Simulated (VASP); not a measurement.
Wanted: the native input for a VASP 6.6.1 run.

```
Task                   : single point
Functional             : LDA
Potentials or basis    : VASP PAW LDA potentials, release 64 (Cu, O)
Cutoff                 : 520 eV
k mesh                 : 10 × 10 × 5
Occupations            : fermi-dirac, width 0.05 eV
Spin                   : no spin polarisation
Dipole correction      : no
Further INCAR settings : ALGO = Normal; EDIFF = 1e-06; NBANDS = 25
```

The structure of CuO (Tenorite) lies in POSCAR:

```
CuO
1.0
    2.3906352041     -1.7470046099      0.0000000000
    2.3906352041      1.7470046099      0.0000000000
   -0.8774322550      0.0000000000      5.1586662202
Cu O
2 2
Direct
    0.4968000000      0.0032000000      0.5000000000
    0.0032000000      0.4968000000      0.0000000000
    0.4056000000      0.5714000000      0.7537000000
    0.5714000000      0.4056000000      0.2537000000
```

The input as run:

INCAR

```
SYSTEM = CuO
PREC = Accurate
ENCUT = 520
EDIFF = 1E-6
ISMEAR = -1
SIGMA = 0.05
LREAL = .False.
LASPH = .True.
NELM = 100
ALGO = Normal
ISIF = 2
LWAVE = .False.
LCHARG = .True.
GGA = CA
LELF = .True.
LVHAR = .True.
NBANDS = 25
```

KPOINTS

```
Automatic mesh
0
Gamma
  10 10 5
  0 0 0
```

Potentials or basis: VASP PAW LDA potentials, release 64 (Cu, O).

Run with:

```bash
$ cat potpaw_LDA.64/Cu/POTCAR potpaw_LDA.64/O/POTCAR > POTCAR
$ mpirun -np 1 vasp_std > vasp.out
```

It gave:

| Quantity | Value |
| --- | --- |
| Pressure | -17.0 GPa |
| Largest force | 0.791 eV/Å |
| Band gap on the k mesh | zero (band 17 reaches 4.84 eV, above the bottom of band 18 at 4.23 eV) |

Caveat: semilocal functionals often make such compounds metallic where correlation or magnetic order opens a gap, which also shifts bond lengths.

Wall time 87 s on 1 thread of Intel Xeon 6975P-C, on a shared host, peak memory 0.24 GiB.
